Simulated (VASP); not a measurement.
# Al17N18 (a cell with a defect) in VASP: single point with PBE

Aim: the single point of Al17N18 (a cell with a defect) with PBE.

Program: VASP 6.6.1. These are calculated values, not measurements. Logs are shortened: lines on timing, memory, paths and dates and some standing lists are left out, and cuts for length are marked.

## 1. The cell of the first run

The cell holds a defect, 35 atoms: a = 7.387 Å, b = 7.387 Å, c = 7.387 Å, α = 78.93°, β = 78.93°, γ = 78.93°.

## 2. Single point, PBE, collinear spin

The input, INCAR:

```
PREC     = Accurate       # precision mode
ENCUT    = 520            # plane-wave cutoff, eV
EDIFF    = 1E-6           # SCF threshold, eV
ISMEAR   = 0              # smearing method
SIGMA    = 0.02           # smearing width, eV
LREAL    = Auto         
LASPH    = T              # aspherical terms in the spheres
NELM     = 150            # most SCF steps
ALGO     = Normal         # electronic algorithm
ISIF     = 2              # what is computed and relaxed
LWAVE    = F              # write WAVECAR
LCHARG   = F              # write CHGCAR
ISPIN    = 2              # spin polarisation
MAGMOM   = 0 0 0 0 0 0 0 0 0 0 0 0 0 0 0 0 0 0.5 0 0 0 0 0 0 0 0 0.5 0 0.5 0 0 0.5 0 0 0 # initial moments
LORBIT   = 11             # projections on sites
GGA      = PE             # functional
NBANDS   = 98             # bands
NELECT   = 144.0
```

The input, KPOINTS:

```
Automatic mesh
0
Gamma
  2 2 2
  0.5 0.5 0.5
```

The input, POSCAR:

```
Al17N18
1.0
   -4.6953054928     -2.7108358902      5.0180193525
    4.6953054928     -2.7108358902      5.0180193525
    0.0000000000      5.4216717804      5.0180193525
Al N
17 18
Direct
    0.6107583320      0.2805383899      0.6055508867
    0.2802159562      0.9389003021      0.2777321640
    0.9385773354      0.2805381699      0.2777316393
    0.2802158517      0.6110811405      0.6055511116
    0.6107587927      0.9389002162      0.9471894315
    0.2765847746      0.2769075740      0.9435579464
    0.9298054111      0.9301269935      0.5967784595
    0.9385773724      0.6110809293      0.9471891443
    0.8898751087      0.5572979714      0.5568477353
    0.8856805687      0.2188490710      0.8854997282
    0.5569764583      0.8901976836      0.5568487415
    0.2185267533      0.2188493294      0.5526534731
    0.5590545334      0.5593764225      0.8929874494
    0.8898754904      0.8901971938      0.2239496395
    0.5590546466      0.2263363230      0.2260275955
    0.2185270590      0.8860027954      0.8855002515
    0.2260141440      0.5593765918      0.2260273278
    0.7655593948      0.7658819187      0.4325327837
    0.7366685250      0.4041226671      0.7375998847
    0.4038007984      0.0709489327      0.4036418164
    0.0706266640      0.4041225477      0.4036414708
    0.4038004464      0.7369908954      0.7375996017
    0.7366687088      0.0709489304      0.0707738529
    0.4031731656      0.4034952685      0.0701461031
    0.0665768572      0.0668988304      0.7335498568
    0.0706263553      0.7369907746      0.0707733465
    0.6893747313      0.3250698618      0.3563481656
    0.6747099576      0.0236330391      0.6902836860
    0.3247447201      0.6896979690      0.3563485644
    0.0233103084      0.0236331549      0.3416830907
    0.3462313950      0.3465540016      0.6817814256
    0.6893748598      0.6896977696     -0.0082806242
    0.3462314080      0.0151308441      0.0132048370
    0.0233100308      0.6750317471      0.6902835410
    0.0148082967      0.3465538731      0.0132046394
```

Potentials or basis: VASP PAW PBE potentials, release 64 (Al, N).

Command:

```sh
$ cat potpaw_PBE.64/Al/POTCAR potpaw_PBE.64/N/POTCAR > POTCAR
$ mpirun -np 1 vasp_std > vasp.out
```

OUTCAR:

```text
PREC = Accurate
   ENCUT = 520
   EDIFF = 1E-6
   ISMEAR = 0
   LREAL = Auto
   LASPH = T
   NELM = 150
   ISIF = 2
   ISPIN = 2
   LORBIT = 11
   GGA = PE
   NELECT = 144.0

 ion  position               nearest neighbor table
   1  0.611  0.281  0.606-  27 1.81  28 1.88  19 1.92  31 1.92  15 3.01   3 3.08  11 3.08  10 3.08
                             9 3.10   4 3.10  12 3.13   7 3.15   6 3.16  13 3.16   5 3.21
   2  0.280  0.939  0.278-  29 1.81  30 1.88  20 1.92  33 1.92  17 3.01   4 3.08  14 3.08  12 3.08
                            11 3.10   5 3.10  16 3.13   7 3.15   6 3.16  15 3.16   3 3.21
   3  0.939  0.281  0.278-  27 1.81  30 1.88  21 1.92  35 1.92  15 3.01   1 3.08  14 3.08  12 3.08
                             9 3.10   8 3.10  10 3.13   7 3.15   6 3.16  17 3.16   2 3.21
   4  0.280  0.611  0.606-  29 1.81  34 1.88  22 1.92  31 1.92  17 3.01   2 3.08   9 3.08  16 3.08
                            11 3.10   1 3.10  12 3.13   7 3.15   6 3.16  13 3.16   8 3.21
   5  0.611  0.939  0.947-  32 1.81  28 1.88  23 1.92  33 1.92  13 3.01   8 3.08  11 3.08  10 3.08
                            14 3.10   2 3.10  16 3.13   7 3.15   6 3.16  15 3.16   1 3.21
   6  0.277  0.277  0.944-  35 1.90  31 1.90  33 1.90  24 1.91  10 3.12  12 3.12  16 3.12  17 3.15
                            13 3.15  15 3.15   4 3.16   1 3.16   8 3.16   3 3.16   5 3.16   2 3.16
   7  0.930  0.930  0.597-  34 1.92  30 1.92  28 1.92  25 2.06  18 2.47  11 2.90  14 2.90   9 2.90
                             4 3.15   8 3.15   2 3.15   5 3.15   3 3.15   1 3.15  10 3.23  16 3.23
   8  0.939  0.611  0.947-  32 1.81  34 1.88  26 1.92  35 1.92  13 3.01   5 3.08   9 3.08  16 3.08
                            14 3.10   3 3.10  10 3.13   7 3.15   6 3.16  17 3.16   4 3.21
   9  0.890  0.557  0.557-  18 1.82  21 1.92  19 1.92  34 1.93   7 2.90   4 3.08   8 3.08   3 3.10
[... 21 lines left out ...]
  22  0.404  0.737  0.738-  16 1.89   4 1.92  11 1.92  13 1.92
  23  0.737  0.071  0.071-  10 1.89   5 1.92  14 1.92  15 1.92
  24  0.403  0.403  0.070-   6 1.91  13 1.93  17 1.93  15 1.93
  25  0.067  0.067  0.734-  10 1.91  16 1.91  12 1.91   7 2.06
  26  0.071  0.737  0.071-  16 1.89   8 1.92  14 1.92  17 1.92
  27  0.689  0.325  0.356-   3 1.81   1 1.81  15 1.81
  28  0.675  0.024  0.690-   1 1.88   5 1.88   7 1.92  11 1.93
  29  0.325  0.690  0.356-   2 1.81   4 1.81  17 1.81
  30  0.023  0.024  0.342-   3 1.88   2 1.88   7 1.92  14 1.93
  31  0.346  0.347  0.682-   6 1.90   1 1.92   4 1.92  12 1.93
  32  0.689  0.690  0.992-   5 1.81   8 1.81  13 1.81
  33  0.346  0.015  0.013-   6 1.90   2 1.92   5 1.92  16 1.93
  34  0.023  0.675  0.690-   8 1.88   4 1.88   7 1.92   9 1.93
  35  0.015  0.347  0.013-   6 1.90   3 1.92   8 1.92  10 1.93

  LATTYP: Found a trigonal (rhomboedric) cell.
 ALAT       =     7.3874923429
 COS(alpha) =     0.1920888226

  Lattice vectors:

 A1 = (  -4.6953054928,  -2.7108358902,   5.0180193525)
 A2 = (   4.6953054928,  -2.7108358902,   5.0180193525)
 A3 = (   0.0000000000,   5.4216717804,   5.0180193525)

Analysis of symmetry for initial positions (statically):
=====================================================================
 Subroutine PRICEL returns:
[... 238 lines left out ...]
 fundamental gap:      3.9874372190
 Fermi energy:         6.6049325314

 spin component 1

 k-point     1 :       0.2500    0.2500    0.2500
  band No.  band energies     occupation
      1      -9.4703      1.00000
      2      -8.5264      1.00000
      3      -8.5264      1.00000
      4      -8.4014      1.00000
      5      -8.1181      1.00000
      6      -8.0771      1.00000
[... 163 lines left out ...]
     83      12.2026      0.00000
     84      12.2166      0.00000
 Fermi energy:         6.6049325314

 spin component 2

 k-point     1 :       0.2500    0.2500    0.2500
  band No.  band energies     occupation
      1      -9.4703      1.00000
      2      -8.5264      1.00000
      3      -8.5264      1.00000
      4      -8.4014      1.00000
      5      -8.1181      1.00000
      6      -8.0771      1.00000
[... 163 lines left out ...]
     83      12.2026      0.00000
     84      12.2165      0.00000
 [bands above 84 left out]

------------------------ aborting loop because EDIFF is reached ----------------------------------------

  FORCE on cell =-STRESS in cart. coord.  units (eV):
  Direction    XX          YY          ZZ          XY          YZ          ZX
  --------------------------------------------------------------------------------------
  -------------------------------------------------------------------------------------
  Total       33.7176286     33.7176286     30.6714293     -0.0000000      0.0000000      0.0000000
  in kB      140.9668326    140.9668326    128.2312672     -0.0000000      0.0000000      0.0000000
  external PRESSURE =     136.7216441 kB  Pullay stress =       0.0000000 kB

 VOLUME and BASIS-vectors are now :
 -----------------------------------------------------------------------------
  energy-cutoff  :      520.00
  volume of cell :      383.22
      direct lattice vectors                 reciprocal lattice vectors
    -4.695305493 -2.710835890  5.018019352    -0.106489344 -0.061481651  0.066427271
     4.695305493 -2.710835890  5.018019352     0.106489344 -0.061481651  0.066427271
     0.000000000  5.421671780  5.018019352     0.000000000  0.122963302  0.066427271

 POSITION                                       TOTAL-FORCE (eV/Angst)
 -----------------------------------------------------------------------------------
     -1.55048      0.86694      7.51121        -0.001052      0.005173      0.002952
      3.09272     -1.79905      7.51121         0.005006     -0.001675      0.002952
     -3.08969     -1.79905      7.51121        -0.005006     -0.001675      0.002952
      1.55351      0.86694      7.51121         0.001052      0.005173      0.002952
      1.54072      0.93448     12.52923         0.003954     -0.003498      0.002952
      0.00152      3.61523      7.51223         0.000000      0.000000     -0.004640
[... 27 lines left out ...]
      3.06003      1.84940      6.96815        -0.007095      0.004096      0.001251
      1.55765     -0.90800      1.87958         0.001086      0.000627      0.005028
 -----------------------------------------------------------------------------------
    total drift:                               -0.029245      0.006365      0.015947

  FREE ENERGIE OF THE ION-ELECTRON SYSTEM (eV)
  ---------------------------------------------------
  free  energy   TOTEN  =      -236.3795915267 eV

  energy  without entropy=     -236.3795915267  energy(sigma->0) =     -236.37959153

 total charge

# of ion       s       p       d       tot
------------------------------------------
    1        0.380   0.464   0.000   0.844
    2        0.380   0.464   0.000   0.844
    3        0.380   0.464   0.000   0.844
    4        0.380   0.464   0.000   0.844
    5        0.380   0.464   0.000   0.844
    6        0.376   0.447   0.000   0.823
[... 27 lines left out ...]
   34        1.229   2.654   0.000   3.883
   35        1.223   2.636   0.000   3.859
--------------------------------------------------
tot         28.467  55.185   0.000  83.652

 magnetization (x)

# of ion       s       p       d       tot
------------------------------------------
    1       -0.000  -0.000   0.000  -0.000
    2       -0.000  -0.000   0.000  -0.000
    3       -0.000  -0.000   0.000  -0.000
    4       -0.000  -0.000   0.000  -0.000
    5       -0.000  -0.000   0.000  -0.000
    6        0.000   0.000   0.000   0.000
[... 27 lines left out ...]
   34        0.000   0.000   0.000   0.000
   35        0.000   0.000   0.000   0.000
--------------------------------------------------
tot          0.000   0.000   0.000   0.000
```

OSZICAR:

```text
N       E                     dE             d eps       ncg     rms          rms(c)
DAV:   1     0.651813740094E+03    0.65181E+03   -0.67809E+04   784   0.133E+03
DAV:   2    -0.217195886528E+03   -0.86901E+03   -0.82902E+03   976   0.270E+02
DAV:   3    -0.281691288994E+03   -0.64495E+02   -0.64015E+02   952   0.782E+01
DAV:   4    -0.282759632519E+03   -0.10683E+01   -0.10650E+01   936   0.109E+01
DAV:   5    -0.282785681520E+03   -0.26049E-01   -0.26026E-01   952   0.165E+00    0.378E+01
DAV:   6    -0.236322147438E+03    0.46464E+02   -0.19212E+02   928   0.369E+01    0.130E+01
DAV:   7    -0.236547967977E+03   -0.22582E+00   -0.70862E+00   904   0.790E+00    0.893E+00
DAV:   8    -0.236383706199E+03    0.16426E+00   -0.84515E-01   936   0.324E+00    0.303E+00
DAV:   9    -0.236377023935E+03    0.66823E-02   -0.12159E-01   968   0.141E+00    0.105E+00
DAV:  10    -0.236375889013E+03    0.11349E-02   -0.70240E-02   936   0.748E-01    0.648E-01
DAV:  11    -0.236377939428E+03   -0.20504E-02   -0.54433E-03   904   0.265E-01    0.324E-01
DAV:  12    -0.236379368886E+03   -0.14295E-02   -0.21580E-03   880   0.170E-01    0.102E-01
DAV:  13    -0.236379570173E+03   -0.20129E-03   -0.38604E-04   936   0.805E-02    0.396E-02
DAV:  14    -0.236379583288E+03   -0.13115E-04   -0.94069E-05   952   0.336E-02    0.169E-02
DAV:  15    -0.236379589075E+03   -0.57866E-05   -0.20253E-05   992   0.150E-02    0.965E-03
DAV:  16    -0.236379591241E+03   -0.21664E-05   -0.36120E-06   792   0.768E-03    0.471E-03
DAV:  17    -0.236379591527E+03   -0.28539E-06   -0.13646E-06   552   0.404E-03
   1 F= -.23637959E+03 E0= -.23637959E+03  d E =-.918900E-17  mag=    -0.0001
```

Run time: 5.8 min. Hardware: 1 thread of Oxide Virtual Turin-like, shared host; peak memory 0.55 GiB.

What came out:

```
Free energy                                           : -236.3796 eV
Largest force                                         : 0.008 eV/Å
Net moment                                            : 0.00 μB per cell
Valence electrons inside the program's atomic spheres : Al 0.84, 0.82, 0.77, 0.83 (each value once); N 3.88, 3.87, 3.85, 3.83, 3.86 (each value once)
```

Forces in eV/Å, atoms in the order of the input:
```
Al  -0.001  0.005  0.003
Al   0.005 -0.002  0.003
Al  -0.005 -0.002  0.003
Al   0.001  0.005  0.003
Al   0.004 -0.003  0.003
Al   0.000  0.000 -0.005
Al   0.000  0.000  0.005
Al  -0.004 -0.003  0.003
Al  -0.001  0.001  0.003
Al   0.000  0.000  0.001
Al   0.001  0.001  0.003
Al   0.000  0.000  0.001
Al   0.000 -0.002 -0.008
Al   0.000 -0.002  0.003
Al  -0.002  0.001 -0.008
Al   0.000  0.000  0.001
Al   0.002  0.001 -0.008
N    0.000  0.000 -0.006
N    0.000  0.001 -0.004
N    0.001  0.000 -0.004
N   -0.001  0.000 -0.004
N    0.000  0.001 -0.004
N    0.001 -0.001 -0.004
N    0.000  0.000 -0.001
N    0.000  0.000  0.006
N   -0.001 -0.001 -0.004
N   -0.004  0.003  0.000
N    0.007  0.004  0.001
N    0.004  0.003  0.000
N    0.000 -0.008  0.001
N    0.000 -0.001  0.005
N    0.000 -0.005  0.000
N   -0.001  0.001  0.005
N   -0.007  0.004  0.001
N    0.001  0.001  0.005
```

Caveat: the cell carries a net charge on a neutralising background, which shifts energy and pressure; the cell is charged against a uniform background, so pressure and absolute levels hang on convention.
